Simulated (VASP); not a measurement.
BiTe: single point with PBE

Crystal: BiTe.

```
Bi Te
1.0
     0.00000    3.25119    3.17544
     3.25119    0.00000    3.17544
     3.25119    3.25119    0.00000
Bi Te
1 1
Direct
  0.03052 0.03052 0.96948
  0.45002 0.45002 0.54998
```

This cell differs from its parent crystal: atoms displaced along a vibrational mode, the cell strained.

| Item | Value |
| --- | --- |
| Program | VASP 6.6.1 |
| Task | single point |
| Functional | PBE |
| Potentials or basis | VASP PAW PBE potentials, release 64 (Bi_d, Te) |
| Cutoff | 520 eV |
| k mesh | 12 × 12 × 12 |
| Occupations | gaussian, width 0.15 eV |
| Spin | no spin polarisation |

```json
{
  "Pressure": "7.0 GPa",
  "Largest force": "2.736 eV/Å",
  "Band gap on the k mesh": "zero (an odd number of electrons rules out a gap without spin polarisation)"
}
```

Forces in eV/Å, atoms in the order of the input:
```
Bi   0.000  0.000 -2.736
Te   0.000  0.000  2.736
```

Stress tensor (GPa, compression positive):
```
 3.11  0.00  0.00
 0.00  3.11  0.00
 0.00  0.00 14.80
```

Levels at points of the mesh, in eV from the Fermi level:
```tsv
k point	band 7	band 8	band 9	band 10	band 11	band 12	band 13	band 14
(0.00, 0.00, 0.00)	-8.12	-3.64	-2.47	-2.47	0.74	0.74	2.90	4.62
(0.50, 0.00, 0.00)	-10.84	-3.19	-2.50	-2.39	-0.63	-0.59	0.60	6.31
(0.50, 0.50, 0.00)	-11.40	-5.39	-4.41	-4.41	1.93	3.46	3.46	5.68
(0.50, 0.00, 0.50)	-9.84	-5.98	-4.53	-3.86	0.37	4.41	4.48	4.61
```

Wall time 4.6 min on 1 thread of Intel Xeon 8259CL (shared host), peak memory 0.35 GiB.

Caveat: the cell differs from its parent crystal (atoms displaced along a vibrational mode, the cell strained); the stress differs along the axes, from 3 to 15 GPa; spin-orbit coupling is left out, which moves the levels of the heavy elements; forces of over 1 eV/Å act on the atoms, so gaps and moduli don't describe the material at rest.
